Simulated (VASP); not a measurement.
# PIr2 (Fm-3m) in VASP: notebook

Runs on PIr2. Level: LDA. Tasks: vibrations by perturbation theory.

Program: VASP 6.6.1. These are calculated values, not measurements. Logs are shortened: lines on timing, memory, paths and dates and some standing lists are left out, and cuts for length are marked.

## (1) The cell of the first run

It takes space group Fm-3m (No. 225, cubic). Conventional cell: a = 5.453 Å, b = 5.453 Å, c = 5.453 Å, α = 90.00°, β = 90.00°, γ = 90.00°. Within 3.1 Å of P (site symmetry m-3m) lie 8 Ir at 2.36 Å. Ir (site symmetry -43m) has 4 P at 2.36 Å and 6 Ir at 2.73 Å within 3.1 Å.

## (2) Vibrations by perturbation theory, LDA

The input, INCAR:

```
PREC = Accurate
ENCUT = 520
EDIFF = 1E-8
ISMEAR = -1
SIGMA = 0.15
LREAL = False
LASPH = True
NELM = 100
ALGO = Normal
ISIF = 2
LWAVE = False
LCHARG = False
NBANDS = 18
IBRION = 8
NSW = 1
```

The input, KPOINTS:

```
Automatic mesh
0
Gamma
  14 14 14
```

The input, POSCAR:

```
PIr2
1.0
    0.0000000000      2.7263536520      2.7263536520
    2.7263536520      0.0000000000      2.7263536520
    2.7263536520      2.7263536520      0.0000000000
P Ir
1 2
Direct
    0.0000000000      0.0000000000      0.0000000000
    0.2500000000      0.2500000000      0.2500000000
    0.7500000000      0.7500000000      0.7500000000
```

Potentials or basis: VASP PAW LDA potentials, release 64 (P, Ir).

Launch:

```console
$ cat potpaw_LDA.64/P/POTCAR potpaw_LDA.64/Ir/POTCAR > POTCAR
$ mpirun -np 1 vasp_std > vasp.out
```

OUTCAR:

```text
PREC = Accurate
   ENCUT = 520
   EDIFF = 1E-8
   ISMEAR = -1
   LREAL = False
   LASPH = True
   NELM = 100
   ISIF = 2
   IBRION = 8
   NSW = 1

 ion  position               nearest neighbor table
   1  0.000  0.000  0.000-   3 2.36   3 2.36   3 2.36   2 2.36   3 2.36   2 2.36   2 2.36   2 2.36

   2  0.250  0.250  0.250-   1 2.36   1 2.36   1 2.36   1 2.36   3 2.73   3 2.73   3 2.73   3 2.73
                             3 2.73   3 2.73
   3  0.750  0.750  0.750-   1 2.36   1 2.36   1 2.36   1 2.36   2 2.73   2 2.73   2 2.73   2 2.73
                             2 2.73   2 2.73

  LATTYP: Found a face centered cubic cell.
 ALAT       =     5.4527073040

  Lattice vectors:

 A1 = (   0.0000000000,   2.7263536520,   2.7263536520)
 A2 = (   2.7263536520,   0.0000000000,   2.7263536520)
 A3 = (   2.7263536520,   2.7263536520,   0.0000000000)

Analysis of symmetry for initial positions (statically):
=====================================================================
 Subroutine PRICEL returns:
 Original cell was already a primitive cell.

 Routine SETGRP: Setting up the symmetry group for a
 face centered cubic supercell.

 Subroutine GETGRP returns: Found 48 space group operations
 (whereof 48 operations were pure point group operations)
 out of a pool of 48 trial point group operations.

The static configuration has the point symmetry O_h .

Analysis of symmetry for dynamics (positions and initial velocities):
=====================================================================
 Subroutine PRICEL returns:
 Original cell was already a primitive cell.

 Routine SETGRP: Setting up the symmetry group for a
 face centered cubic supercell.

 Subroutine GETGRP returns: Found 48 space group operations
 (whereof 48 operations were pure point group operations)
 out of a pool of 48 trial point group operations.

[... 683 lines left out ...]

 POSITION                                       TOTAL-FORCE (eV/Angst)
 -----------------------------------------------------------------------------------
      0.00000      0.00000      0.00000         0.000000      0.000000      0.000000
      1.36318      1.36318      1.36318        -0.000000     -0.000000      0.000000
      4.08953      4.08953      4.08953         0.000000     -0.000000     -0.000000
 -----------------------------------------------------------------------------------
    total drift:                               -0.000000      0.000000      0.000000

  FREE ENERGIE OF THE ION-ELECTRON SYSTEM (eV)
  ---------------------------------------------------
  free  energy   TOTEN  =       -28.0143534538 eV

  energy  without entropy=      -27.9464621504  energy(sigma->0) =      -27.98040780

[... ionic steps 2 to 3 ...]

--------------------------------------- Ionic step        4  -------------------------------------------

------------------------ aborting loop because EDIFF is reached ----------------------------------------

[... ionic steps 5 to 6 ...]

--------------------------------------- Ionic step        7  -------------------------------------------

 Free energy of the ion-electron system (eV)
  ---------------------------------------------------
  ---------------------------------------------------
  free energy    TOTEN  =        -0.19742200 eV

  energy without entropy =       -0.19742200

------------------------ aborting loop because EDIFF is reached ----------------------------------------

 INTERNAL STRAIN TENSOR  FOR ION    2  DIRECTION 1   (eV/Angst):
 -----------------------------------------------------------------------------
     0.01562  0.00000  0.00000
     0.00000 -0.00821 -4.73167
     0.00000 -4.73167 -0.00821

 INTERNAL STRAIN TENSOR FOR ION    3 for displacements in x,y,z  (eV/Angst):
          X           Y           Z          XY          YZ          ZX
  --------------------------------------------------------------------------------
  x    -0.00000     0.00000     0.00000     0.00000     4.73167     0.00000
  y    -0.00000     0.00000    -0.00000     0.00000     0.00000     4.73167
  z    -0.00000    -0.00000    -0.00000     4.73167     0.00000     0.00000

 SECOND DERIVATIVES (NOT SYMMETRIZED)
 ------------------------------------
               1X          1Y          1Z          2X          2Y          2Z          3X          3Y          3Z
  1X   -14.275302    0.000000    0.000000    7.137651    0.000000    0.000000    7.137651    0.000000    0.000000
  1Y     0.000000  -14.275302    0.000000    0.000000    7.137651    0.000000    0.000000    7.137651    0.000000
  1Z     0.000000    0.000000  -14.275302    0.000000    0.000000    7.137651    0.000000    0.000000    7.137651
  2X     7.149064    0.000000    0.000000  -18.103289    0.000000    0.000000   10.954225    0.000000    0.000000
  2Y     0.000000    7.149064    0.000000    0.000000  -18.103289    0.000000    0.000000   10.954225    0.000000
  2Z     0.000000    0.000000    7.149064    0.000000    0.000000  -18.103289    0.000000    0.000000   10.954225
  3X     7.149064    0.000000    0.000000   10.954225    0.000000    0.000000  -18.103289    0.000000    0.000000
  3Y     0.000000    7.149064    0.000000    0.000000   10.954225    0.000000    0.000000  -18.103289    0.000000
  3Z     0.000000    0.000000    7.149064    0.000000    0.000000   10.954225    0.000000    0.000000  -18.103289

 Eigenvectors and eigenvalues of the dynamical matrix
 ----------------------------------------------------

   1 f  =   11.033084 THz    69.322909 2PiTHz  368.024055 cm-1    45.629147 meV
             X         Y         Z           dx          dy          dz
      0.000000  0.000000  0.000000     0.248562    0.929271    0.000000
      1.363177  1.363177  1.363177    -0.049929   -0.186663    0.000000
      4.089530  4.089530  4.089530    -0.049929   -0.186663    0.000000
[... 43 lines left out ...]
   9 f/i=    0.002317 THz     0.014557 2PiTHz    0.077279 cm-1     0.009581 meV
             X         Y         Z           dx          dy          dz
      0.000000  0.000000  0.000000    -0.031439    0.271382    0.005968
      1.363177  1.363177  1.363177    -0.078258    0.675514    0.014854
      4.089530  4.089530  4.089530    -0.078258    0.675514    0.014854

--------------------------------------------------------------------------------------------------------

 ELASTIC MODULI CONTR FROM IONIC RELAXATION (kBar)
 Direction    XX          YY          ZZ          XY          YZ          ZX
 --------------------------------------------------------------------------------
 XX          -0.0000      0.0000     -0.0000      0.0000      0.0000      0.0000
 YY           0.0000     -0.0000     -0.0000      0.0000     -0.0000     -0.0000
 ZZ          -0.0000     -0.0000     -0.0000      0.0000     -0.0000      0.0000
 XY           0.0000      0.0000      0.0000    -60.9164      0.0000      0.0000
 YZ           0.0000     -0.0000     -0.0000     -0.0000    -60.9164     -0.0000
 ZX           0.0000     -0.0000      0.0000      0.0000     -0.0000    -60.9164
 --------------------------------------------------------------------------------
```

OSZICAR:

```text
N       E                     dE             d eps       ncg     rms          rms(c)
DAV:   1     0.193802068174E+03    0.19380E+03   -0.10356E+04  3752   0.120E+03
DAV:   2    -0.191811896862E+02   -0.21298E+03   -0.20149E+03  3748   0.348E+02
DAV:   3    -0.289770456947E+02   -0.97959E+01   -0.96056E+01  4796   0.806E+01
DAV:   4    -0.291813364566E+02   -0.20429E+00   -0.20356E+00  4570   0.113E+01
[... 41 lines left out ...]
RMM:  10    -0.197422302062E+00    0.30285E-06    0.35731E-09 23832   0.286E-04    0.387E-05
RMM:  11    -0.197422052027E+00    0.25003E-06    0.16621E-08 26464   0.741E-05    0.787E-06
RMM:  12    -0.197422029978E+00    0.22049E-07    0.14759E-08 26259   0.200E-05    0.457E-06
RMM:  13    -0.197422004939E+00    0.25039E-07    0.17744E-08 26680   0.128E-05    0.647E-07
RMM:  14    -0.197422004645E+00    0.29365E-09    0.25940E-08 23356   0.799E-06    0.411E-07
 Linear response finished
```

stdout:

```text
POSCAR found type information on POSCAR P Ir
 POSCAR found :  2 types and       3 ions
 scaLAPACK will be used
 LDA part: xc-table for (Slater(with rela. corr.)+CA(PZ))
 , standard interpolation
 POSCAR, INCAR and KPOINTS ok, starting setup
 FFT: planning ... GRIDC
 FFT: planning ... GRID_SOFT
 FFT: planning ... GRID
 WAVECAR not read
 entering main loop
 Linear response reoptimize wavefunctions to high precision
 Linear response DOF=           2
 Linear response progress:
 first order change of Fermi-energy  -0.16722E-04
 force on displaced ion       1 direction 1 : -14.275   0.000   0.000
 Linear response progress:
 first order change of Fermi-energy   0.52445E-04
 force on displaced ion       2 direction 1 : -18.103   0.000   0.000
 Linear response finished
```

Run time: 6.1 min. Hardware: 1 thread of Intel Xeon 6975P-C (Granite Rapids), shared host; peak memory 0.68 GiB.

Results:

```
Highest phonon frequency at Γ : 368 cm⁻¹
```

Phonon frequencies in cm⁻¹ (negative: imaginary):
```tsv
q point	frequencies
(0.000, 0.000, 0.000)	0 0 0 203 203 203 368 368 368
```

Caveat: the cell stands under pressure or tension, which shifts response properties; spin-orbit coupling is left out, which moves the levels of the heavy elements.

## (3) Vibrations by perturbation theory, LDA (13.64 Å³/atom)

This run uses another cell than the first one, of 13.64 Å³/atom.

The input, INCAR:

```
PREC     = Accurate       # precision mode
ENCUT    = 520            # plane-wave cutoff, eV
EDIFF    = 1E-8           # SCF threshold, eV
ISMEAR   = -1             # smearing method
SIGMA    = 0.15           # smearing width, eV
LREAL    = F              # projectors in reciprocal space
LASPH    = T              # aspherical terms in the spheres
NELM     = 60             # most SCF steps
ALGO     = Normal         # electronic algorithm
ISIF     = 2              # what is computed and relaxed
LWAVE    = F              # write WAVECAR
LCHARG   = F              # write CHGCAR
NBANDS   = 18             # bands
IBRION   = 8              # ionic algorithm
NSW      = 1              # ionic steps
```

KPOINTS is that of step 2.

The input, POSCAR:

```
PIr2
1.0
    0.0000000000      2.7347501286      2.7347501286
    2.7347501286      0.0000000000      2.7347501286
    2.7347501286      2.7347501286      0.0000000000
P Ir
1 2
Direct
    0.0000000000      0.0000000000      0.0000000000
    0.2500000000      0.2500000000      0.2500000000
    0.7500000000      0.7500000000      0.7500000000
```

Potentials or basis: VASP PAW LDA potentials, release 64 (P, Ir).

Launch:

```console
$ cat potpaw_LDA.64/P/POTCAR potpaw_LDA.64/Ir/POTCAR > POTCAR
$ mpirun -np 1 vasp_std > vasp.out
```

OUTCAR:

```text
PREC = Accurate
   ENCUT = 520
   EDIFF = 1E-8
   ISMEAR = -1
   LREAL = F
   LASPH = T
   NELM = 60
   ISIF = 2
   IBRION = 8
   NSW = 1

 ion  position               nearest neighbor table
   1  0.000  0.000  0.000-   3 2.37   3 2.37   3 2.37   2 2.37   3 2.37   2 2.37   2 2.37   2 2.37

   2  0.250  0.250  0.250-   1 2.37   1 2.37   1 2.37   1 2.37   3 2.73   3 2.73   3 2.73   3 2.73
                             3 2.73   3 2.73
   3  0.750  0.750  0.750-   1 2.37   1 2.37   1 2.37   1 2.37   2 2.73   2 2.73   2 2.73   2 2.73
                             2 2.73   2 2.73
[... 775 lines left out ...]
  3X     6.836617    0.000000    0.000000   10.545069    0.000000    0.000000  -17.381686    0.000000    0.000000
  3Y     0.000000    6.836617    0.000000    0.000000   10.545069    0.000000    0.000000  -17.381686    0.000000
  3Z     0.000000    0.000000    6.836617    0.000000    0.000000   10.545069    0.000000    0.000000  -17.381686

 Eigenvectors and eigenvalues of the dynamical matrix
 ----------------------------------------------------

   1 f  =   10.789988 THz    67.795493 2PiTHz  359.915251 cm-1    44.623784 meV
             X         Y         Z           dx          dy          dz
      0.000000  0.000000  0.000000     0.955325    0.112655   -0.000000
      1.367375  1.367375  1.367375    -0.191883   -0.022627    0.000000
      4.102125  4.102125  4.102125    -0.191883   -0.022627    0.000000
[... 43 lines left out ...]
   9 f/i=    0.002068 THz     0.012993 2PiTHz    0.068979 cm-1     0.008552 meV
             X         Y         Z           dx          dy          dz
      0.000000  0.000000  0.000000    -0.102791    0.049197   -0.248347
      1.367375  1.367375  1.367375    -0.255882    0.122469   -0.618219
      4.102125  4.102125  4.102125    -0.255882    0.122469   -0.618219

--------------------------------------------------------------------------------------------------------

 ELASTIC MODULI CONTR FROM IONIC RELAXATION (kBar)
 Direction    XX          YY          ZZ          XY          YZ          ZX
 --------------------------------------------------------------------------------
 XX          -0.0000     -0.0000     -0.0000     -0.0000      0.0000     -0.0000
 YY          -0.0000     -0.0000     -0.0000     -0.0000     -0.0000     -0.0000
 ZZ          -0.0000     -0.0000     -0.0000      0.0000     -0.0000     -0.0000
 XY          -0.0000     -0.0000      0.0000    -50.4136     -0.0000     -0.0000
 YZ           0.0000     -0.0000     -0.0000     -0.0000    -50.4136      0.0000
 ZX          -0.0000     -0.0000     -0.0000     -0.0000      0.0000    -50.4136
 --------------------------------------------------------------------------------
```

stdout:

```text
POSCAR found type information on POSCAR P Ir
 POSCAR found :  2 types and       3 ions
 scaLAPACK will be used
 LDA part: xc-table for (Slater(with rela. corr.)+CA(PZ))
 , standard interpolation
 POSCAR, INCAR and KPOINTS ok, starting setup
 FFT: planning ... GRIDC
 FFT: planning ... GRID_SOFT
 FFT: planning ... GRID
 WAVECAR not read
 entering main loop
 Linear response reoptimize wavefunctions to high precision
 Linear response DOF=           2
 Linear response progress:
 first order change of Fermi-energy  -0.37964E-05
 force on displaced ion       1 direction 1 : -13.653   0.000   0.000
 Linear response progress:
 first order change of Fermi-energy   0.50742E-04
 force on displaced ion       2 direction 1 : -17.382   0.000   0.000
 Linear response finished
```

Wall time 5.7 min (1 thread of Intel Xeon 6975P-C (Granite Rapids), shared host); peak memory 0.69 GiB.

What came out:

* Highest phonon frequency at Γ: 360 cm⁻¹

Phonon frequencies in cm⁻¹ (negative: imaginary):
| q point | frequencies |
| --- | --- |
| (0.000, 0.000, 0.000) | 0 0 0 199 199 199 360 360 360 |

Caveat: the cell stands under pressure or tension, which shifts response properties; spin-orbit coupling is left out, which moves the levels of the heavy elements.
